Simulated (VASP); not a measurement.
# TiAl (P-6m2) in VASP: notebook

The runs below take TiAl through relaxation of cell and atoms, with PBEsol.

Everything below comes from runs of VASP 6.6.1. Logs are shortened: lines on timing, memory, paths and dates and some standing lists are left out, and cuts for length are marked.

### 1 The cell of the first run

The structure is hexagonal, space group P-6m2 (No. 187). The conventional cell has a = 2.867 Å, b = 2.867 Å, c = 4.678 Å, α = 90.00°, β = 90.00°, γ = 120.00°. Within 3.8 Å of Ti (site symmetry -6m2) lie 6 Al at 2.87 Å and 6 Ti at 2.87 Å. Al (site symmetry -6m2) has 6 Ti at 2.87 Å and 6 Al at 2.87 Å within 3.8 Å.

### 2 Relaxation of cell and atoms, PBEsol, target pressure 5 GPa, at which the enthalpy is minimised

The input, INCAR:

```
ALGO     = Fast           # electronic algorithm
EDIFF    = 1E-6           # SCF threshold, eV
EDIFFG   = -0.01          # ionic threshold
ENCUT    = 600            # plane-wave cutoff, eV
GGA      = PS             # functional
IBRION   = 2              # ionic algorithm
ISIF     = 3              # what is computed and relaxed
ISMEAR   = -1             # smearing method
LASPH    = T              # aspherical terms in the spheres
LCHARG   = F              # write CHGCAR
LREAL    = F              # projectors in reciprocal space
LWAVE    = F              # write WAVECAR
NELM     = 100            # most SCF steps
NSW      = 60             # ionic steps
PREC     = Accurate       # precision mode
PSTRESS  = 50.0         
SIGMA    = 0.05           # smearing width, eV
```

The input, KPOINTS:

```
k-points
0
Gamma
  11 11 6
```

The input, POSCAR:

```
TiAl
1.0
    2.8672622327      0.0000000000      0.0000000000
   -1.4336311163      2.4831219328      0.0000000000
    0.0000000000      0.0000000000      4.6780830000
Ti Al
1 1
Direct
    0.0000000000      0.0000000000      0.0000000000
    0.3333333333      0.6666666667      0.5000000000
```

Potentials or basis: VASP PAW PBE potentials, release 64 (Ti_sv, Al).

Launch:

```console
> cat potpaw_PBE.64/Ti_sv/POTCAR potpaw_PBE.64/Al/POTCAR > POTCAR
> mpirun -np 1 vasp_std > vasp.out
```

OUTCAR:

```text
EDIFF = 1E-6
   EDIFFG = -0.01
   ENCUT = 600
   GGA = PS
   IBRION = 2
   ISIF = 3
   ISMEAR = -1
   LASPH = T
   LREAL = F
   NELM = 100
   NSW = 60
   PREC = Accurate
   PSTRESS = 50.0

 ion  position               nearest neighbor table
   1  0.000  0.000  0.000-   2 2.87   2 2.87   2 2.87   2 2.87   2 2.87   2 2.87
   2  0.333  0.667  0.500-   1 2.87   1 2.87   1 2.87   1 2.87   1 2.87   1 2.87

  LATTYP: Found a hexagonal cell.
 ALAT       =     2.8672622327
 C/A-ratio  =     1.6315504549

  Lattice vectors:

 A1 = (   2.8672622327,   0.0000000000,   0.0000000000)
 A2 = (  -1.4336311163,   2.4831219328,   0.0000000000)
 A3 = (   0.0000000000,   0.0000000000,   4.6780830000)

Analysis of symmetry for initial positions (statically):
=====================================================================
 Subroutine PRICEL returns:
 Original cell was already a primitive cell.

 Routine SETGRP: Setting up the symmetry group for a
 hexagonal supercell.

 Subroutine GETGRP returns: Found 12 space group operations
 (whereof 12 operations were pure point group operations)
 out of a pool of 24 trial point group operations.

The static configuration has the point symmetry D_3h.

Analysis of symmetry for dynamics (positions and initial velocities):
=====================================================================
 Subroutine PRICEL returns:
 Original cell was already a primitive cell.

 Routine SETGRP: Setting up the symmetry group for a
 hexagonal supercell.

 Subroutine GETGRP returns: Found 12 space group operations
 (whereof 12 operations were pure point group operations)
 out of a pool of 24 trial point group operations.

The dynamic configuration has the point symmetry D_3h.

 Subroutine INISYM returns: Found 12 space group operations
 (whereof 12 operations are pure point group operations),
 and found     1 'primitive' translations

----------------------------------------------------------------------------------------

                                     Primitive cell

  volume of cell :      33.3068

  direct lattice vectors                    reciprocal lattice vectors
     2.867262233  0.000000000  0.000000000     0.348764751  0.201359423  0.000000000
    -1.433631116  2.483121933  0.000000000     0.000000000  0.402718846  0.000000000
     0.000000000  0.000000000  4.678083000     0.000000000  0.000000000  0.213762774

[... 99 lines left out ...]
   EFERMI_NEDOS =   21; number of points for ismear=-14 and -15
   IALGO  =     68    algorithm
   IMIX   =      4    mixing-type and parameters
     AMIX     =   0.40;   BMIX     =  1.00
     AMIX_MAG =   1.60;   BMIX_MAG =  1.00
  volume/ion in A,a.u.               =      16.65       112.38
  Fermi-wavevector in a.u.,A,eV,Ry     =   1.254857  2.371335 21.424622  1.574665
  Thomas-Fermi vector in A             =   2.388641
   LORBIT       =      0    0 simple, 1 ext, 2 COOP (PROOUT), +10 PAW based schemes
   GGA     = PS    functional components
   LHFCALC =     F    Hartree Fock is set to
   AEXX    =    0.0000 exact exchange contribution
   IVDW    =     0    specifies the selected vdW correction
   LEPSILON=     F    determine dielectric tensor
   LRPA    =     F    only Hartree local field effects (RPA)
 conjugate gradient relaxation of ions
 non-spin polarized calculation
 RMM-DIIS sequential band-by-band and
  energy-cutoff  :      600.00
  volume of cell :       33.31
 maximum number of plane-waves:      1122
 NGX is ok and might be reduce to    24
   NGX = 11   NGY = 11   NGZ = 19

--------------------------------------- Ionic step        1  -------------------------------------------

 number of electron      14.9999999 magnetization

 Free energy of the ion-electron system (eV)
  ---------------------------------------------------
  ext. energy  EPLUGINS =         0.00000000
  ---------------------------------------------------
  free energy    TOTEN  =       -12.93160045 eV

  energy without entropy =      -12.90791229  energy(sigma->0) =      -12.91975637

------------------------ aborting loop because EDIFF is reached ----------------------------------------

  FORCE on cell =-STRESS in cart. coord.  units (eV):
  Direction    XX          YY          ZZ          XY          YZ          ZX
  --------------------------------------------------------------------------------------
  -------------------------------------------------------------------------------------
  Total       -0.4795477     -0.4795477     -0.8033778     -0.0000000      0.0000000      0.0000000
  in kB      -23.0679494    -23.0679494    -38.6453308     -0.0000000      0.0000000      0.0000000
  external PRESSURE =     -78.2604099 kB  Pullay stress =      50.0000000 kB
[... 291 lines left out ...]
--------------------------------------- Ionic step        9  -------------------------------------------

 number of electron      15.0000001 magnetization

 Free energy of the ion-electron system (eV)
  ---------------------------------------------------
  ext. energy  EPLUGINS =         0.00000000
  ---------------------------------------------------
  free energy    TOTEN  =       -12.92054684 eV

  energy without entropy =      -12.89868954  energy(sigma->0) =      -12.90961819

 E-fermi :   8.4608     XC(G=0): -11.3241

 val. band max:        8.4604960257   @ k =   0.1818   0.0000   0.5000
 cond. band min:       8.4646080740   @ k =   0.4545   0.0000   0.3333
 fundamental gap:      0.0041120483
 Fermi energy:         8.4608312538

 k-point     1 :       0.0000    0.0000    0.0000
  band No.  band energies     occupation
      1     -47.6649      2.00000
      2     -24.1002      2.00000
      3     -23.5991      2.00000
      4     -23.5991      2.00000
      5      -0.7659      2.00000
      6       6.0944      2.00000
      7       6.6327      2.00000
      8       9.8321      0.00000
      9       9.8321      0.00000
     10      11.4666      0.00000
     11      11.4666      0.00000
[... 309 lines left out ...]
 k-point    24 :       0.1818    0.0909    0.1667
  band No.  band energies     occupation
      1     -47.6056      2.00000
      2     -24.0441      2.00000
      3     -23.9334      2.00000
      4     -23.6903      2.00000
      5       0.8570      2.00000
      6       6.0306      2.00000
      7       7.8864      1.99998
      8       8.7674      0.00433
      9      10.8826      0.00000
     10      11.0447      0.00000
     11      11.1535      0.00000

 [... further k-points ...]

------------------------ aborting loop because EDIFF is reached ----------------------------------------

  FORCE on cell =-STRESS in cart. coord.  units (eV):
  Direction    XX          YY          ZZ          XY          YZ          ZX
  --------------------------------------------------------------------------------------
  -------------------------------------------------------------------------------------
  Total        0.9624712      0.9624712      0.9514361      0.0000000      0.0000000      0.0000000
  in kB       49.5392433     49.5392433     48.9712567      0.0000000      0.0000000      0.0000000
  external PRESSURE =      -0.6500856 kB  Pullay stress =      50.0000000 kB
[... 21 lines left out ...]
  energy  without entropy=      -12.8986895442  energy(sigma->0) =      -12.90961819

  enthalpy is  TOTEN    =       -11.9491238287 eV   P V=        0.9714230110

 reached required accuracy - stopping structural energy minimisation
```

CONTCAR:

```text
TiAl
   1.00000000000000
     2.8038861912060788    0.0000000000026680    0.0000000000000000
    -1.4019430955518339    2.4282366708715322    0.0000000000000000
     0.0000000000000000   -0.0000000000000000    4.5719089162411741
  Ti              Al
     1     1
Direct
     0.0000000000000000    0.0000000000000000    0.0000000000000000
     0.3333333332999970    0.6666666667000030    0.5000000000000000

  0.00000000E+00  0.00000000E+00  0.00000000E+00
  0.00000000E+00  0.00000000E+00  0.00000000E+00
```

Wall time 4 min (1 thread of Intel Xeon Platinum 8259CL at 2.50GHz (Skylake/Cascade Lake), shared host); peak memory 0.19 GiB.

Results:

```
Free energy                                            : -12.9205 eV
Relaxed volume                                         : 15.56 Å³/atom
Relaxed cell                                           : a = 2.804 Å, b = 2.804 Å, c = 4.572 Å, α = 90.00°, β = 90.00°, γ = 120.00°
Space group after relaxing (to 0.05 Å)                 : P-6m2 (No. 187)
Energy change on relaxing (the enthalpy is what falls) : +5.5 meV/atom
Ionic steps                                            : 9
Pressure after relaxing                                : 4.9 GPa
```

The path:
```
step  energy change (eV)  largest force (eV/Å)  pressure (GPa)  volume (Å³)
   1              0.0000                0.0000           -2.83        33.31
   2              0.0972                0.0000           12.47        29.54
   3              0.0109                0.0000            4.91        31.14
   4              0.0122                0.0000            5.03        31.10
   5              0.0125                0.0000            5.13        31.08
   6              0.0130                0.0000            5.09        31.07
   7              0.0127                0.0000            5.14        31.07
   8              0.0127                0.0000            5.13        31.08
   9              0.0111                0.0000            4.93        31.13
```

Final structure:
```
Ti Al
1.0
     2.80389    0.00000    0.00000
    -1.40194    2.42824    0.00000
     0.00000    0.00000    4.57191
Ti Al
1 1
Direct
  0.00000 0.00000 0.00000
  0.33333 0.66667 0.50000
```

Caveat: the cell is relaxed towards a set pressure, so the enthalpy falls and the energy may rise; the PAW data sets were made with another functional, which shifts forces and pressure a little.

### 3 Relaxation of cell and atoms, PBEsol, target pressure 10 GPa, at which the enthalpy is minimised

The input, INCAR:

```
PREC = Accurate
ENCUT = 600
EDIFF = 1E-6
ISMEAR = -1
SIGMA = 0.05
LREAL = F
LASPH = T
NELM = 100
ALGO = Normal
ISIF = 3
LWAVE = F
LCHARG = F
GGA = PS
IBRION = 2
NSW = 60
EDIFFG = -0.01
PSTRESS = 100.0
```

The input, KPOINTS:

```
regular mesh
0
Gamma
  11 11 6
```

POSCAR is that of step 2.

Potentials or basis: VASP PAW PBE potentials, release 64 (Ti_sv, Al).

Launch:

```console
> cat potpaw_PBE.64/Ti_sv/POTCAR potpaw_PBE.64/Al/POTCAR > POTCAR
> mpirun -np 1 vasp_std > vasp.out
```

OUTCAR:

```text
PREC = Accurate
   ENCUT = 600
   EDIFF = 1E-6
   ISMEAR = -1
   LREAL = F
   LASPH = T
   NELM = 100
   ISIF = 3
   GGA = PS
   IBRION = 2
   NSW = 60
   EDIFFG = -0.01
   PSTRESS = 100.0

 ion  position               nearest neighbor table
   1  0.000  0.000  0.000-   2 2.87   2 2.87   2 2.87   2 2.87   2 2.87   2 2.87
   2  0.333  0.667  0.500-   1 2.87   1 2.87   1 2.87   1 2.87   1 2.87   1 2.87

  LATTYP: Found a hexagonal cell.
 ALAT       =     2.8672622327
 C/A-ratio  =     1.6315504549

  Lattice vectors:

 A1 = (   2.8672622327,   0.0000000000,   0.0000000000)
 A2 = (  -1.4336311163,   2.4831219328,   0.0000000000)
 A3 = (   0.0000000000,   0.0000000000,   4.6780830000)

[... 370 lines left out ...]
  ---------------------------------------------------
  free energy    TOTEN  =       -12.86655694 eV

  energy without entropy =      -12.84639411  energy(sigma->0) =      -12.85647552

 E-fermi :   8.8909     XC(G=0): -11.4912

 val. band max:        8.8742234821   @ k =   0.3636   0.0909   0.5000
 cond. band min:       8.8952287163   @ k =   0.3636   0.2727   0.3333
 fundamental gap:      0.0210052341
 Fermi energy:         8.8908597507

 k-point     1 :       0.0000    0.0000    0.0000
  band No.  band energies     occupation
      1     -47.1552      2.00000
      2     -23.5988      2.00000
      3     -23.0390      2.00000
      4     -23.0390      2.00000
      5      -0.5491      2.00000
      6       6.4537      2.00000
      7       6.9990      2.00000
      8      10.3051      0.00000
      9      10.3051      0.00000
     10      12.0434      0.00000
     11      12.0434      0.00000
[... 309 lines left out ...]
 k-point    24 :       0.1818    0.0909    0.1667
  band No.  band energies     occupation
      1     -47.0851      2.00000
      2     -23.5335      2.00000
      3     -23.4220      2.00000
      4     -23.1429      2.00000
      5       1.1195      2.00000
      6       6.3989      2.00000
      7       8.2757      1.99999
      8       9.1910      0.00493
      9      11.4146      0.00000
     10      11.5902      0.00000
     11      11.6774      0.00000

 [... further k-points ...]
[... 5 lines left out ...]
  --------------------------------------------------------------------------------------
  -------------------------------------------------------------------------------------
  Total        1.8797943      1.8797943      1.8890065      0.0000000      0.0000000      0.0000000
  in kB      100.5179645    100.5179645    101.0105663      0.0000000      0.0000000      0.0000000
  external PRESSURE =       0.6821651 kB  Pullay stress =     100.0000000 kB
[... 21 lines left out ...]
  energy  without entropy=      -12.8463941075  energy(sigma->0) =      -12.85647552

  enthalpy is  TOTEN    =       -10.9964491138 eV   P V=        1.8701078253

 reached required accuracy - stopping structural energy minimisation
```

Wall time 95 s (1 thread of Intel Xeon Platinum 8259CL at 2.50GHz (Skylake/Cascade Lake), shared host); peak memory 0.18 GiB.

What came out:

```
Free energy                                            : -12.8666 eV
Relaxed volume                                         : 14.98 Å³/atom
Relaxed cell                                           : a = 2.764 Å, b = 2.764 Å, c = 4.529 Å, α = 90.00°, β = 90.00°, γ = 120.00°
Space group after relaxing (to 0.05 Å)                 : P-6m2 (No. 187)
Energy change on relaxing (the enthalpy is what falls) : +32.5 meV/atom
Ionic steps                                            : 6
Pressure after relaxing                                : 10.1 GPa
```

Step by step:
| step | energy change (eV) | largest force (eV/Å) | pressure (GPa) | volume (Å³) |
| --- | --- | --- | --- | --- |
| 1 | 0.0000 | 0.0000 | -2.83 | 33.31 |
| 2 | 0.3664 | 0.0000 | 26.59 | 27.28 |
| 3 | 0.0594 | 0.0000 | 9.72 | 30.07 |
| 4 | 0.0633 | 0.0000 | 10.03 | 30.00 |
| 5 | 0.0644 | 0.0000 | 10.03 | 29.97 |
| 6 | 0.0650 | 0.0000 | 10.07 | 29.96 |

Final structure:
```cif
data_structure
_symmetry_space_group_name_H-M 'P 1'
_symmetry_Int_Tables_number 1
_cell_length_a 2.7638
_cell_length_b 2.7638
_cell_length_c 4.5292
_cell_angle_alpha 90.000
_cell_angle_beta 90.000
_cell_angle_gamma 120.000
_cell_volume 29.96
loop_
_atom_site_label
_atom_site_type_symbol
_atom_site_fract_x
_atom_site_fract_y
_atom_site_fract_z
_atom_site_occupancy
Ti1 Ti 0.00000 0.00000 0.00000 1
Al1 Al 0.33333 0.66667 0.50000 1
```

Levels at points of the mesh, in eV from the Fermi level:
```csv
k point,band 5,band 6,band 7,band 8,band 9,band 10
"(0.00, 0.00, 0.00)",-9.44,-2.44,-1.89,1.41,1.41,3.15
"(0.00, 0.00, 0.50)",-8.44,-5.52,-0.54,1.43,1.43,3.07
```

Caveat: the cell is relaxed towards a set pressure, so the enthalpy falls and the energy may rise; the PAW data sets were made with another functional, which shifts forces and pressure a little.

(Part 1 of 2 ends here.)
